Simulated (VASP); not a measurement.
# Rb (Im-3m) in VASP: a series of runs, part 2 of 2

VASP 6.6.1. Earlier steps stand in the parts before.

## (4) Single point, PBEsol, non-collinear spin, zero start, spin-orbit coupling

INCAR reads:

```
PREC     = Accurate       # precision mode
ENCUT    = 520            # plane-wave cutoff, eV
EDIFF    = 1E-6           # SCF threshold, eV
ISMEAR   = -1             # smearing method
SIGMA    = 0.05           # smearing width, eV
LREAL    = False          # projectors in reciprocal space
LASPH    = True           # aspherical terms in the spheres
NELM     = 150            # most SCF steps
ALGO     = Fast           # electronic algorithm
ISIF     = 2              # what is computed and relaxed
LWAVE    = False          # write WAVECAR
LCHARG   = False          # write CHGCAR
MAGMOM   = 0 0 0          # initial moments
LORBIT   = 11             # projections on sites
LSORBIT  = True           # spin-orbit coupling
GGA_COMPAT= False        
LORBMOM  = True         
GGA      = PS             # functional
NBANDS   = 20             # bands
```

KPOINTS reads:

```
Automatic mesh
0
Gamma
  7 7 7
```

POSCAR reads:

```
Rb
1.0
   -2.8025000000      2.8025000000      2.8025000000
    2.8025000000     -2.8025000000      2.8025000000
    2.8025000000      2.8025000000     -2.8025000000
Rb
1
Direct
    0.0000000000      0.0000000000      0.0000000000
```

Started as:

```
cat potpaw_PBE.64/Rb_sv/POTCAR > POTCAR
mpirun -np 1 vasp_ncl > vasp.out
```

Run time: 88 s. Hardware: 1 thread of Intel Xeon 6975P-C, shared host; peak memory 0.39 GiB.

The run converged. Its results:

```
Free energy                                           : -1.0570 eV
Pressure                                              : -0.1 GPa
Net moment                                            : 0.00 μB per cell
Valence electrons inside the program's atomic spheres : Rb 7.29
```

Moments on the atoms (μB; x, y, z):
```
Rb  0.00 0.00 0.00
```

Caveat: the PAW data sets were made with another functional, which shifts forces and pressure a little.

## (5) Single point, PBEsol

This run uses another cell than the first one, of 21.13 Å³/atom, 0.240 times its volume.

INCAR reads:

```
PREC     = Accurate       # precision mode
ENCUT    = 520            # plane-wave cutoff, eV
EDIFF    = 1E-6           # SCF threshold, eV
ISMEAR   = -1             # smearing method
SIGMA    = 0.05           # smearing width, eV
LREAL    = F              # projectors in reciprocal space
LASPH    = T              # aspherical terms in the spheres
NELM     = 100            # most SCF steps
ALGO     = Fast           # electronic algorithm
ISIF     = 2              # what is computed and relaxed
LWAVE    = F              # write WAVECAR
LCHARG   = F              # write CHGCAR
GGA      = PS             # functional
NBANDS   = 10             # bands
```

KPOINTS is that of step 4.

POSCAR reads:

```
Rb
1.0
   -1.7416801351      1.7416801351      1.7416801351
    1.7416801351     -1.7416801351      1.7416801351
    1.7416801351      1.7416801351     -1.7416801351
Rb
1
Direct
    0.0000000000      0.0000000000      0.0000000000
```

Potentials or basis: VASP PAW PBE potentials, release 64 (Rb_sv).

Started as:

```
cat potpaw_PBE.64/Rb_sv/POTCAR > POTCAR
mpirun -np 1 vasp_std > vasp.out
```

OUTCAR:

```text
PREC = Accurate
   ENCUT = 520
   EDIFF = 1E-6
   ISMEAR = -1
   LREAL = F
   LASPH = T
   NELM = 100
   ISIF = 2
   GGA = PS

 ion  position               nearest neighbor table
   1  0.000  0.000  0.000-

  LATTYP: Found a body centered cubic cell.
 ALAT       =     3.4833602702

  Lattice vectors:

 A1 = (  -1.7416801351,   1.7416801351,   1.7416801351)
 A2 = (   1.7416801351,  -1.7416801351,   1.7416801351)
 A3 = (   1.7416801351,   1.7416801351,  -1.7416801351)

Analysis of symmetry for initial positions (statically):
=====================================================================
 Subroutine PRICEL returns:
 Original cell was already a primitive cell.

 Routine SETGRP: Setting up the symmetry group for a
 body centered cubic supercell.

 Subroutine GETGRP returns: Found 48 space group operations
 (whereof 48 operations were pure point group operations)
 out of a pool of 48 trial point group operations.

The static configuration has the point symmetry O_h .

Analysis of symmetry for dynamics (positions and initial velocities):
=====================================================================
 Subroutine PRICEL returns:
 Original cell was already a primitive cell.

 Routine SETGRP: Setting up the symmetry group for a
 body centered cubic supercell.

 Subroutine GETGRP returns: Found 48 space group operations
 (whereof 48 operations were pure point group operations)
 out of a pool of 48 trial point group operations.

The dynamic configuration has the point symmetry O_h .

 Subroutine INISYM returns: Found 48 space group operations
 (whereof 48 operations are pure point group operations),
 and found     1 'primitive' translations

----------------------------------------------------------------------------------------
[... 106 lines left out ...]
     AMIX_MAG =   1.60;   BMIX_MAG =  1.00
  volume/ion in A,a.u.               =      21.13       142.61
  Fermi-wavevector in a.u.,A,eV,Ry     =   1.231688  2.327552 20.640781  1.517055
  Thomas-Fermi vector in A             =   2.366487
   LORBIT       =      0    0 simple, 1 ext, 2 COOP (PROOUT), +10 PAW based schemes
   GGA     = PS    functional components
   LHFCALC =     F    Hartree Fock is set to
   AEXX    =    0.0000 exact exchange contribution
   IVDW    =     0    specifies the selected vdW correction
   LEPSILON=     F    determine dielectric tensor
   LRPA    =     F    only Hartree local field effects (RPA)
 non-spin polarized calculation
 RMM-DIIS sequential band-by-band and
  energy-cutoff  :      520.00
  volume of cell :       21.13
 maximum number of plane-waves:       582
   NGX = 11   NGY = 11   NGZ = 11

 number of electron       9.0000000 magnetization

 Free energy of the ion-electron system (eV)
  ---------------------------------------------------
  ext. energy  EPLUGINS =         0.00000000
  ---------------------------------------------------
  free energy    TOTEN  =         1.62764110 eV

  energy without entropy =        1.63797701  energy(sigma->0) =        1.63280905

 E-fermi :   6.6609     XC(G=0): -10.8215

 val. band max:        6.6424905851   @ k =   0.2857   0.1429  -0.0000
 cond. band min:       6.8354199073   @ k =  -0.1429   0.1429   0.1429
 fundamental gap:      0.1929293222
 Fermi energy:         6.6609192170

 k-point     1 :       0.0000    0.0000    0.0000
  band No.  band energies     occupation
      1     -24.1808      2.00000
      2      -5.3870      2.00000
      3      -5.3870      2.00000
      4      -5.3870      2.00000
      5       4.6755      2.00000
      6      11.0436      0.00000
      7      11.0436      0.00000
      8      11.0436      0.00000
      9      14.0996      0.00000
     10      14.0996      0.00000
[... 235 lines left out ...]
 k-point    20 :      -0.4286    0.4286    0.4286
  band No.  band energies     occupation
      1     -22.3777      2.00000
      2      -8.3909      2.00000
      3      -8.1504      2.00000
      4      -8.1504      2.00000
      5       4.5617      2.00000
      6       5.0354      2.00000
      7      16.2837      0.00000
      8      16.2837      0.00000
      9      18.1729      0.00000
     10      18.2949      0.00000

------------------------ aborting loop because EDIFF is reached ----------------------------------------

  FORCE on cell =-STRESS in cart. coord.  units (eV):
  Direction    XX          YY          ZZ          XY          YZ          ZX
  --------------------------------------------------------------------------------------
  -------------------------------------------------------------------------------------
  Total        4.0529327      4.0529327      4.0529327     -0.0000000     -0.0000000     -0.0000000
  in kB      307.2661983    307.2661983    307.2661983     -0.0000000     -0.0000000     -0.0000000
  external PRESSURE =     307.2661983 kB  Pullay stress =       0.0000000 kB

 VOLUME and BASIS-vectors are now :
 -----------------------------------------------------------------------------
  energy-cutoff  :      520.00
  volume of cell :       21.13
      direct lattice vectors                 reciprocal lattice vectors
    -1.741680135  1.741680135  1.741680135     0.000000000  0.287079120  0.287079120
     1.741680135 -1.741680135  1.741680135     0.287079120  0.000000000  0.287079120
     1.741680135  1.741680135 -1.741680135     0.287079120  0.287079120  0.000000000

 POSITION                                       TOTAL-FORCE (eV/Angst)
 -----------------------------------------------------------------------------------
      0.00000      0.00000      0.00000         0.000000     -0.000000      0.000000
 -----------------------------------------------------------------------------------
    total drift:                               -0.000000      0.000000      0.000000

  FREE ENERGIE OF THE ION-ELECTRON SYSTEM (eV)
  ---------------------------------------------------
  free  energy   TOTEN  =         1.6276411000 eV

  energy  without entropy=        1.6379770100  energy(sigma->0) =        1.63280905
```

OSZICAR:

```text
N       E                     dE             d eps       ncg     rms          rms(c)
DAV:   1     0.305891964017E+02    0.30589E+02   -0.49172E+03   400   0.814E+02
DAV:   2     0.231841194184E+01   -0.28271E+02   -0.27586E+02   512   0.152E+02
DAV:   3     0.155451695865E+01   -0.76389E+00   -0.75867E+00   488   0.209E+01
DAV:   4     0.154539524990E+01   -0.91217E-02   -0.91142E-02   490   0.198E+00
DAV:   5     0.154518758899E+01   -0.20766E-03   -0.20762E-03   470   0.217E-01    0.569E+00
RMM:   6     0.161522376091E+01    0.70036E-01   -0.54638E-02   435   0.153E+00    0.332E+00
RMM:   7     0.162835824083E+01    0.13134E-01   -0.81951E-02   481   0.178E+00    0.540E-01
RMM:   8     0.162780681536E+01   -0.55143E-03   -0.99534E-03   482   0.708E-01    0.103E-01
RMM:   9     0.162770822827E+01   -0.98587E-04   -0.33414E-03   575   0.310E-01    0.683E-02
RMM:  10     0.162761845582E+01   -0.89772E-04   -0.63913E-04   601   0.128E-01    0.844E-02
RMM:  11     0.162761558582E+01   -0.28700E-05   -0.17035E-04   595   0.704E-02    0.821E-02
RMM:  12     0.162761835836E+01    0.27725E-05   -0.45599E-05   569   0.390E-02    0.733E-02
RMM:  13     0.162762879172E+01    0.10433E-04   -0.16920E-05   514   0.287E-02    0.577E-02
RMM:  14     0.162763163233E+01    0.28406E-05   -0.65229E-06   390   0.156E-02    0.513E-02
RMM:  15     0.162763572722E+01    0.40949E-05   -0.42933E-06   389   0.179E-02    0.405E-02
RMM:  16     0.162764107090E+01    0.53437E-05   -0.15841E-05   530   0.392E-02    0.130E-02
RMM:  17     0.162764109997E+01    0.29070E-07   -0.29246E-06   384   0.156E-02
   1 F= 0.16276411E+01 E0= 0.16328091E+01  d E =-.103359E-01
```

Wall time 18 s (1 thread of AMD EPYC 7R13, shared host); peak memory 0.1 GiB.

Results:

- Free energy: 1.6276 eV
- Pressure: 30.7 GPa

Caveat: the k points lie up to 0.36 Å⁻¹ apart; the PAW data sets were made with another functional, which shifts forces and pressure a little.

## (6) The runs side by side

```csv
level,spin,cell,k mesh,gap on the mesh (eV),pressure (GPa)
BLYP,off,"a = 4.854 Å, angles 109.5°, 1 atom",4 × 4 × 4,none,0.3
r2SCAN,off,"a = 4.854 Å, angles 109.5°, 1 atom",4 × 4 × 4,none,0.3
PBEsol,"non-collinear, zero start, SOC","a = 4.854 Å, angles 109.5°, 1 atom",7 × 7 × 7,-,-0.1
PBEsol,off,"a = 3.017 Å, angles 109.5°, 1 atom",7 × 7 × 7,none,30.7
```

Alike in all rows: task single point; potentials or basis VASP PAW PBE potentials, release 64 (Rb_sv); cutoff (eV) 520; smearing fermi-dirac 0.05 eV.

Caveats: some runs use coarse meshes; the PAW data sets were made with another functional, which shifts forces and pressure a little.

Absolute energies hang on the potentials; compare differences alone.
